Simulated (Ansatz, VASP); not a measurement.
## Ti: VASP beside Ansatz

The input INCAR:

```
PREC = Accurate
ENCUT = 520
EDIFF = 1E-6
ISMEAR = 0
SIGMA = 0.15
LREAL = False
LASPH = True
NELM = 60
ALGO = Fast
ISIF = 2
LWAVE = False
LCHARG = True
LELF = True
LVHAR = True
NBANDS = 12
```

Contents of KPOINTS:

```
regular mesh
0
Gamma
  20 20 20
```

The input POSCAR:

```
Ti
1.0
   -1.7394600000      1.7394600000      1.6410000000
    1.7394600000     -1.7394600000      1.6410000000
    1.7394600000      1.7394600000     -1.6410000000
Ti
1
Direct
    0.0000000000      0.0000000000      0.0000000000
```

Input for Ansatz:

```yaml
crystal:
  lattice:
    - [-1.73946, 1.73946, 1.641]
    - [1.73946, -1.73946, 1.641]
    - [1.73946, 1.73946, -1.641]
  atoms:
    - { symbol: Ti, position: [0.0, 0.0, 0.0] }
basis:
  ecutwfc: 420
kpoints:
  mp_grid: { grid: [20, 20, 20] }
hamiltonian:
  xc: lda
scf:
  occupations: { method: gaussian, width: 0.15 }
output:
  forces: true
  stress: true
  eigenvalues: true
```

Change from the starting cell: strain +0.0600 x Voigt [1, 1, 0, 0, 0, 0], atoms carried along.

Alike in both runs: task single point; functional LDA; k mesh 20 × 20 × 20; occupations gaussian, width 0.15 eV; no spin polarisation.

|  | VASP | Ansatz |
| --- | --- | --- |
| version | VASP 6.6.1 | Ansatz 0.2.0 |
| potentials or method | VASP PAW LDA potentials, release 64 (Ti_sv), cutoff 520 eV | scalar-relativistic, plane waves, PAW |
| valence electrons in the cell | 12 | 12 |

```csv
,VASP,Ansatz,Ansatz less VASP
gap on the k mesh at the Fermi level (eV),none,none,-
pressure (GPa),-18.2,-18.2,-0.02
"traceless stress, the component that is largest in VASP (GPa)",-1.16,-1.17,-0.008
```

LDA's correlation is that of Perdew and Zunger in VASP and of Perdew and Wang (1992) in Ansatz. A gap of «none» marks a metal or a gap that the smearing closes.
